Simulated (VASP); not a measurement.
A run of VASP 6.6.1 is set up as follows.

INCAR

```
  ALGO = Normal
  EDIFF = 1E-6
  ENCUT = 500
  GGA = PE
  GGA_COMPAT = False
  ISIF = 2
  ISMEAR = -1
  LASPH = True
  LCHARG = False
  LREAL = False
  LWAVE = False
  NBANDS = 13
  NELM = 120
  PREC = Accurate
  SIGMA = 0.1
```

File KPOINTS:

```
k-points
0
Gamma
  9 9 9
```

The input POSCAR:

```
Te
1.0
    0.0000000000      3.7317697170      3.7317697170
    3.7317697170      0.0000000000      3.7317697170
    3.7317697170      3.7317697170      0.0000000000
Te
2
Direct
    0.1250000000      0.1250000000      0.1250000000
    0.8750000000      0.8750000000      0.8750000000
```

Potentials or basis: VASP PAW PBE potentials, release 64 (Te).

Launch:

```console
$ cat potpaw_PBE.64/Te/POTCAR > POTCAR
$ mpirun -np 1 vasp_std > vasp.out
```

Task: Estimate the pressure.

Result: -2.4 GPa.

Task: Estimate the band gap on the k mesh.

Result: Zero (bands 6 and 7 overlap by 0.78 eV).

Caveat: spin-orbit coupling is left out, which moves the levels of the heavy elements.
